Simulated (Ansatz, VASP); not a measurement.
# One calculation of Os2C3, two programs

INCAR

```
PREC     = Accurate       # precision mode
ENCUT    = 600            # plane-wave cutoff, eV
EDIFF    = 1E-6           # SCF threshold, eV
ISMEAR   = 0              # smearing method
SIGMA    = 0.1            # smearing width, eV
LREAL    = False          # projectors in reciprocal space
LASPH    = True           # aspherical terms in the spheres
NELM     = 80             # most SCF steps
ALGO     = Normal         # electronic algorithm
ISIF     = 3              # what is computed and relaxed
LWAVE    = False          # write WAVECAR
LCHARG   = False          # write CHGCAR
GGA      = PE             # functional
IBRION   = 2              # ionic algorithm
NSW      = 100            # ionic steps
EDIFFG   = -0.01          # ionic threshold
```

The input KPOINTS:

```
regular mesh
0
Gamma
  12 12 8
```

The input POSCAR:

```
Os2C3
1.0
    3.3075128704      0.0000000000      0.0000000000
   -1.6537564352      2.8643901691      0.0000000000
    0.0000000000      0.0000000000      5.5248605708
Os C
2 3
Direct
    0.3333333333      0.6666666667      0.2592642673
    0.6666666667      0.3333333333      0.7407357327
    0.0000000000      0.0000000000      0.0000000000
    0.3333333333      0.6666666667      0.6324292397
    0.6666666667      0.3333333333      0.3675707603
```

Input for Ansatz:

```yaml
crystal:
  lattice:
    - [3.3075128704, 0.0, 0.0]
    - [-1.6537564352, 2.8643901691, 0.0]
    - [0.0, 0.0, 5.5248605708]
  atoms:
    - { symbol: Os, position: [0.3333333333, 0.6666666667, 0.2592642673] }
    - { symbol: Os, position: [0.6666666667, 0.3333333333, 0.7407357327] }
    - { symbol: C, position: [0.0, 0.0, 0.0] }
    - { symbol: C, position: [0.3333333333, 0.6666666667, 0.6324292397] }
    - { symbol: C, position: [0.6666666667, 0.3333333333, 0.3675707603] }
basis:
  ecutwfc: 420
kpoints:
  mp_grid: { grid: [12, 12, 8] }
hamiltonian:
  xc: pbe
scf:
  occupations: { method: gaussian, width: 0.1 }
output:
  forces: true
  stress: true
  eigenvalues: true
relax:
  adjacent_minimum: "off"
  f_tol: 0.01
  max_steps: 80
  cell: { stress_tol: 0.05 }
```

Alike in both runs: task relaxation of cell and atoms; functional PBE; k mesh 12 × 12 × 8; occupations gaussian, width 0.1 eV; no spin polarisation.

```csv
,VASP,Ansatz
version,VASP 6.6.1,Ansatz 0.2.0
potentials or method,"VASP PAW PBE potentials, release 64 (Os, C), cutoff 600 eV","scalar-relativistic, plane waves, PAW"
valence electrons in the cell,28,44
```

VASP gave:

- gap on the k mesh at the Fermi level, each at its own relaxed structure (eV): none
- relaxed volume (Å³/atom): 10.55
- relaxed cell length with the largest relative difference (Å): 3.320

Q: Estimate Ansatz's values.

A: gap on the k mesh at the Fermi level, each at its own relaxed structure (eV): none; relaxed volume (Å³/atom): 10.48; relaxed cell length with the largest relative difference (Å): 3.312.

A gap of «none» marks a metal or a gap that the smearing closes. VASP's potentials hold 28 valence electrons a cell and Ansatz's 44, so a difference there can come from the potentials and not from the codes.

Neither program's run includes spin-orbit coupling.
